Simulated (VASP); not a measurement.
# InSb (lda) (F-43m) in VASP: further runs, part 2 of 2

VASP 6.6.1.

## (3) Single point, LDA

This run uses another cell than the first one, of 33.54 Å³/atom, 0.919 times its volume.

File INCAR:

```
SYSTEM = InSb
PREC = Accurate
ENCUT = 520
EDIFF = 1E-6
ISMEAR = 0
SIGMA = 0.1
LREAL = .False.
LASPH = .True.
NELM = 100
ALGO = Normal
ISIF = 2
LWAVE = .False.
LCHARG = .True.
LELF = .True.
LVHAR = .True.
NBANDS = 16
```

File KPOINTS:

```
regular mesh
0
Gamma
  12 12 12
  0 0 0
```

File POSCAR:

```
InSb
1.0
    0.0000000000      3.2249616414      3.2249616414
    3.2249616414      0.0000000000      3.2249616414
    3.2249616414      3.2249616414      0.0000000000
In Sb
1 1
Direct
    0.0000000000      0.0000000000      0.0000000000
    0.7500000000      0.7500000000      0.7500000000
```

Potentials or basis: VASP PAW LDA potentials, release 64 (In_d, Sb).

Command:

```sh
> cat potpaw_LDA.64/In_d/POTCAR potpaw_LDA.64/Sb/POTCAR > POTCAR
> mpirun -np 1 vasp_std > vasp.out
```

OUTCAR:

```text
SYSTEM = InSb
   PREC = Accurate
   ENCUT = 520
   EDIFF = 1E-6
   ISMEAR = 0
   LREAL = .False.
   LASPH = .True.
   NELM = 100
   ISIF = 2

 ion  position               nearest neighbor table
   1  0.000  0.000  0.000-   2 2.79   2 2.79   2 2.79   2 2.79
   2  0.750  0.750  0.750-   1 2.79   1 2.79   1 2.79   1 2.79

  LATTYP: Found a face centered cubic cell.
 ALAT       =     6.4499232828

  Lattice vectors:

 A1 = (   0.0000000000,   3.2249616414,   3.2249616414)
 A2 = (   3.2249616414,   0.0000000000,   3.2249616414)
 A3 = (   3.2249616414,   3.2249616414,   0.0000000000)

Analysis of symmetry for initial positions (statically):
=====================================================================
 Subroutine PRICEL returns:
 Original cell was already a primitive cell.

 Routine SETGRP: Setting up the symmetry group for a
 face centered cubic supercell.

 Subroutine GETGRP returns: Found 24 space group operations
 (whereof 24 operations were pure point group operations)
 out of a pool of 48 trial point group operations.

The static configuration has the point symmetry T_d .

Analysis of symmetry for dynamics (positions and initial velocities):
=====================================================================
 Subroutine PRICEL returns:
 Original cell was already a primitive cell.

 Routine SETGRP: Setting up the symmetry group for a
 face centered cubic supercell.

 Subroutine GETGRP returns: Found 24 space group operations
 (whereof 24 operations were pure point group operations)
 out of a pool of 48 trial point group operations.

The dynamic configuration has the point symmetry T_d .

 Subroutine INISYM returns: Found 24 space group operations
 (whereof 24 operations are pure point group operations),
 and found     1 'primitive' translations

----------------------------------------------------------------------------------------

                                     Primitive cell

  volume of cell :      67.0816

  direct lattice vectors                    reciprocal lattice vectors
     0.000000000  3.224961641  3.224961641    -0.155040604  0.155040604  0.155040604
     3.224961641  0.000000000  3.224961641     0.155040604 -0.155040604  0.155040604
     3.224961641  3.224961641  0.000000000     0.155040604  0.155040604 -0.155040604

  length of vectors
     4.560784491  4.560784491  4.560784491     0.268538203  0.268538203  0.268538203

  position of ions in fractional coordinates (direct lattice)
     0.000000000  0.000000000  0.000000000
     0.750000000  0.750000000  0.750000000

  ion indices of the primitive-cell ions
   primitive index   ion index
                 1           1
                 2           2

----------------------------------------------------------------------------------------

 KPOINTS: regular mesh

Automatic generation of k-mesh.
 Grid dimensions read from file:
 generate k-points for:   12   12   12

 Generating k-lattice:

  Cartesian coordinates                     Fractional coordinates (reciprocal lattice)
    -0.012920050  0.012920050  0.012920050     0.083333333  0.000000000  0.000000000
     0.012920050 -0.012920050  0.012920050     0.000000000  0.083333333  0.000000000
     0.012920050  0.012920050 -0.012920050     0.000000000  0.000000000  0.083333333

  Length of vectors
     0.022378184  0.022378184  0.022378184

  Shift w.r.t. Gamma in fractional coordinates (k-lattice)
     0.000000000  0.000000000  0.000000000

 Subroutine IBZKPT returns following result:
 ===========================================

 Found     72 irreducible k-points:

 Following reciprocal coordinates:
            Coordinates               Weight
  0.000000  0.000000  0.000000      1.000000
  0.083333  0.000000  0.000000      8.000000
  0.166667  0.000000  0.000000      8.000000
  0.250000  0.000000  0.000000      8.000000
  0.333333  0.000000  0.000000      8.000000
  0.416667  0.000000  0.000000      8.000000
[... 16 lines left out ...]
  0.500000  0.166667  0.000000     24.000000
 -0.416667  0.166667  0.000000     24.000000
 [... further k-points ...]
   k-points           NKPTS =     72   k-points in BZ     NKDIM =     72   number of bands    NBANDS=     16
   number of dos      NEDOS =    301   number of ions     NIONS =      2
   total plane-waves  NPLWV =  46656
   dimension x,y,z NGX =    36 NGY =   36 NGZ =   36
   dimension x,y,z NGXF=    72 NGYF=   72 NGZF=   72
   ions per type =               1   1
   NGX,Y,Z   is equivalent  to a cutoff of  13.12, 13.12, 13.12 a.u.
   NGXF,Y,Z  is equivalent  to a cutoff of  26.24, 26.24, 26.24 a.u.
 SYSTEM =  InSb
   PREC   = accura    normal or accurate (medium, high low for compatibility)
   ISTART =      0    job   : 0-new  1-cont  2-samecut
   ICHARG =      2    charge: 1-file 2-atom 10-const
   ISPIN  =      1    spin polarized calculation?
   LNONCOLLINEAR =      F non collinear calculations
   LSORBIT =      F    spin-orbit coupling
   LASPH  =      T    aspherical Exc in radial PAW
   ENCUT  =  520.0 eV  38.22 Ry    6.18 a.u.   8.48  8.48  8.48*2*pi/ulx,y,z
   NELM   =    100;   NELMIN=  2; NELMDL= -5     # of ELM steps
   EDIFF  = 0.1E-05   stopping-criterion for ELM
   LREAL  =      F    real-space projection
   EDIFFG = 0.1E-04   stopping-criterion for IOM
   NSW    =      0    number of steps for IOM
   IBRION =     -1    ionic relax: 0-MD 1-quasi-New 2-CG
   NFREE  =      0    steps in history (QN), initial steepest desc. (CG)
   ISIF   =      2    stress and relaxation
   ISYM   =      2    0-nonsym 1-usesym 2-fastsym
   POTIM  = 0.5000    time-step for ionic-motion
   TEBEG  =    0.0;   TEEND  =   0.0 temperature during run
   PSTRESS=    0.0 pullay stress
   NELECT =      18.0000    total number of electrons
   NUPDOWN=      -1.0000    fix difference up-down
   EMIN   =  10.00;   EMAX   =-10.00  energy-range for DOS
   EFERMI =   0.00;   METHOD = LEGACY
   ISMEAR =     0;   SIGMA  =   0.10  broadening in eV -4-tet -1-fermi 0-gaus
   EFERMI_NEDOS =   21; number of points for ismear=-14 and -15
   IALGO  =     38    algorithm
   IMIX   =      4    mixing-type and parameters
     AMIX     =   0.40;   BMIX     =  1.00
     AMIX_MAG =   1.60;   BMIX_MAG =  1.00
  volume/ion in A,a.u.               =      33.54       226.34
  Fermi-wavevector in a.u.,A,eV,Ry     =   1.055920  1.995400 15.170054  1.114968
  Thomas-Fermi vector in A             =   2.191137
   LORBIT       =      0    0 simple, 1 ext, 2 COOP (PROOUT), +10 PAW based schemes
   GGA     = CA    functional components
   LHFCALC =     F    Hartree Fock is set to
   AEXX    =    0.0000 exact exchange contribution
   IVDW    =     0    specifies the selected vdW correction
   LEPSILON=     F    determine dielectric tensor
   LRPA    =     F    only Hartree local field effects (RPA)
 non-spin polarized calculation
 Gauss-broadening in eV      SIGMA  =   0.10
  energy-cutoff  :      520.00
  volume of cell :       67.08
 maximum number of plane-waves:      1828
 NGX is ok and might be reduce to    36
   NGX = 17   NGY = 17   NGZ = 17

 number of electron      17.9999996 magnetization

 Free energy of the ion-electron system (eV)
  ---------------------------------------------------
  ext. energy  EPLUGINS =         0.00000000
  ---------------------------------------------------
  free energy    TOTEN  =        -8.21672905 eV

  energy without entropy =       -8.21658639  energy(sigma->0) =       -8.21665772

 E-fermi :   5.0872     XC(G=0):  -9.0492

 val. band max:        5.0340525759   @ k =   0.0000   0.0000   0.0000
 cond. band min:       5.4787071211   @ k =   0.5000   0.0000   0.0000
 fundamental gap:      0.4446545452
 Fermi energy:         5.0872256973

 k-point     1 :       0.0000    0.0000    0.0000
  band No.  band energies     occupation
      1      -9.5536      2.00000
      2      -9.5536      2.00000
      3      -9.5536      2.00000
      4      -9.4624      2.00000
      5      -9.4624      2.00000
      6      -5.8253      2.00000
[... 8 lines left out ...]
     15      13.3211      0.00000
     16      13.3211      0.00000

 k-point     2 :       0.0833    0.0000    0.0000
  band No.  band energies     occupation
      1      -9.5573      2.00000
      2      -9.5520      2.00000
      3      -9.5520      2.00000
      4      -9.4626      2.00000
      5      -9.4626      2.00000
      6      -5.7604      2.00000
[... 8 lines left out ...]
     15      12.7593      0.00000
     16      12.7593      0.00000
[... 387 lines left out ...]
      5      -9.4595      2.00000
      6      -4.3078      2.00000
[... 8 lines left out ...]
     15      13.9860      0.00000
     16      14.2701      0.00000

 k-point    24 :      -0.4167    0.1667    0.0000
  band No.  band energies     occupation
      1      -9.6121      2.00000
      2      -9.5292      2.00000
      3      -9.5271      2.00000
      4      -9.4643      2.00000
      5      -9.4615      2.00000
      6      -4.2629      2.00000
[... 8 lines left out ...]
     15      13.2459      0.00000
     16      13.5249      0.00000

 [... further k-points ...]
[... 5 lines left out ...]
  --------------------------------------------------------------------------------------
  -------------------------------------------------------------------------------------
  Total        0.0337073      0.0337073      0.0337073      0.0000000      0.0000000      0.0000000
  in kB        0.8050638      0.8050638      0.8050638      0.0000000      0.0000000      0.0000000
  external PRESSURE =       0.8050638 kB  Pullay stress =       0.0000000 kB

 VOLUME and BASIS-vectors are now :
 -----------------------------------------------------------------------------
  energy-cutoff  :      520.00
  volume of cell :       67.08
      direct lattice vectors                 reciprocal lattice vectors
     0.000000000  3.224961641  3.224961641    -0.155040604  0.155040604  0.155040604
     3.224961641  0.000000000  3.224961641     0.155040604 -0.155040604  0.155040604
     3.224961641  3.224961641  0.000000000     0.155040604  0.155040604 -0.155040604

 POSITION                                       TOTAL-FORCE (eV/Angst)
 -----------------------------------------------------------------------------------
      0.00000      0.00000      0.00000        -0.000000     -0.000000     -0.000000
      4.83744      4.83744      4.83744         0.000000      0.000000      0.000000
 -----------------------------------------------------------------------------------
    total drift:                                0.000000      0.000000      0.000000

  FREE ENERGIE OF THE ION-ELECTRON SYSTEM (eV)
  ---------------------------------------------------
  free  energy   TOTEN  =        -8.2167290506 eV

  energy  without entropy=       -8.2165863898  energy(sigma->0) =       -8.21665772
```

Wall time 50 s (1 thread of Intel Xeon Platinum 8259CL at 2.50GHz (Skylake/Cascade Lake), shared host); peak memory 0.22 GiB.

What came out:

```
Free energy            : -8.2167 eV
Pressure               : 0.1 GPa
Band gap on the k mesh : zero (filled and empty bands touch)
```

Caveat: spin-orbit coupling is left out, which moves the levels of the heavy elements.

## (4) Single point, LDA

This run uses another cell than the first one, of 33.54 Å³/atom, 0.919 times its volume.

File INCAR:

```
ALGO = Normal
EDIFF = 1E-6
ENCUT = 520
GGA = CA
ISIF = 2
ISMEAR = 0
LASPH = T
LCHARG = T
LELF = T
LREAL = F
LVHAR = T
LWAVE = F
NBANDS = 16
NELM = 80
PREC = Accurate
SIGMA = 0.1
```

File KPOINTS:

```
k-points
0
Gamma
  12 12 12
```

POSCAR is that of step 3.

Command:

```sh
> cat potpaw_LDA.64/In_d/POTCAR potpaw_LDA.64/Sb/POTCAR > POTCAR
> mpirun -np 1 vasp_std > vasp.out
```

Wall time 54 s (1 thread of Intel Xeon Platinum 8259CL at 2.50GHz (Skylake/Cascade Lake), shared host); peak memory 0.22 GiB.

Results (log left out):

```yaml
Free_energy: -8.2167 eV
Pressure: 0.1 GPa
Band_gap_on_the_k_mesh: zero (filled and empty bands touch)
```

Levels at points of the mesh, in eV from the Fermi level:
```tsv
k point	band 6	band 7	band 8	band 9	band 10	band 11	band 12	band 13
(0.00, 0.00, 0.00)	-10.91	-0.34	-0.05	-0.05	-0.05	2.85	2.85	2.85
(0.50, 0.00, 0.00)	-9.51	-5.79	-1.09	-1.09	0.39	3.72	3.72	5.88
(0.50, 0.50, 0.00)	-8.88	-6.09	-2.37	-2.37	1.17	1.19	8.07	8.07
```

Caveat: spin-orbit coupling is left out, which moves the levels of the heavy elements.
